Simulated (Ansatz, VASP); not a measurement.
**Sb in VASP and in Ansatz**

```
Sb
1.0
     3.34639    0.00000    0.00000
    -1.67319    2.89806    0.00000
     0.00000    0.00000    5.29423
Sb
2
Direct
  0.33333 0.66667 0.25000
  0.66667 0.33333 0.75000
```

Change from the starting cell: volume scaled by 0.98.

Alike in both runs: task single point; functional LDA; k mesh 12 × 12 × 7; occupations fermi-dirac, width 0.03 eV; no spin polarisation.

```csv
,VASP,Ansatz
version,VASP 6.6.1,Ansatz 0.2.0
potentials or method,"VASP PAW LDA potentials, release 64 (Sb), cutoff 520 eV","all-electron LAPW, scalar-relativistic"
```

Ansatz gave:

| Property | Result |
| --- | --- |
| pressure (GPa) | 0.1 |
| traceless stress, the component that is largest in VASP (GPa) | -1.06 |

Problem. Estimate VASP's values.

Solution. Pressure (GPa): 0.2; traceless stress, the component that is largest in VASP (GPa): -1.07.

LDA's correlation is that of Perdew and Zunger in VASP and of Perdew and Wang (1992) in Ansatz. Ansatz ran all-electron here, and VASP with PAW potentials.

Spin-orbit coupling is off throughout.
